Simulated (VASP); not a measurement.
Set up this calculation in VASP 6.6.1, as the native input.

```
Task                   : relaxation of cell and atoms
Functional             : revPBE
Dispersion             : D3(BJ)
Potentials or basis    : VASP PAW PBE potentials, release 64 (Si, C)
Cutoff                 : 600 eV
k mesh                 : 12 × 12 × 4
Occupations            : fermi-dirac, width 0.1 eV
Spin                   : no spin polarisation
Dipole correction      : no
Further INCAR settings : ALGO = Normal; EDIFF = 1e-06; IBRION = 2; EDIFFG = -0.005; NSW = 80; ISIF = 3
```

The structure of SiC (Moissanite) lies in POSCAR:

```
SiC
1.0
    3.0760000000      0.0000000000      0.0000000000
   -1.5380000000      2.6638941400      0.0000000000
    0.0000000000      0.0000000000      5.0480000000
Si C
2 2
Direct
    0.3333333340      0.6666666679      0.0000000000
    0.6666666660      0.3333333321      0.5000000000
    0.3333333340      0.6666666679      0.3850000000
    0.6666666660      0.3333333321      0.8850000000
```

One way to write it, as run:

INCAR

```
ALGO = Normal
EDIFF = 1E-6
EDIFFG = -0.005
ENCUT = 600
GGA = RE
IBRION = 2
ISIF = 3
ISMEAR = -1
IVDW = 12
LASPH = T
LCHARG = F
LREAL = F
LWAVE = F
NELM = 80
NSW = 80
PREC = Accurate
SIGMA = 0.1
```

KPOINTS

```
k-points
0
Gamma
  12 12 4
```

Potentials or basis: VASP PAW PBE potentials, release 64 (Si, C).

Run with:

```sh
$ cat potpaw_PBE.64/Si/POTCAR potpaw_PBE.64/C/POTCAR > POTCAR
$ mpirun -np 1 vasp_std > vasp.out
```

Results of the run:

The relaxed volume is 10.15 Å³/atom. The relaxed cell is a = 3.057 Å, b = 3.057 Å, c = 5.016 Å, α = 90.00°, β = 90.00°, γ = 120.00° and the space group after relaxing (to 0.05 Å) is P6_3mc (No. 186). The energy gained by relaxing is 11.7 meV/atom and the ionic steps are 8. The pressure after relaxing is 0.0 GPa. The band gap on the k mesh is 2.27 eV, indirect (least direct gap 4.03 eV) and the dispersion energy per atom is -0.610 eV.

Caveat: the PAW data sets were made with another functional, which shifts forces and pressure a little.

Wall time 84 s on 1 thread of AMD EPYC 9R45 96-Core Processor (Zen 5), with other jobs on the host, peak memory 0.17 GiB.
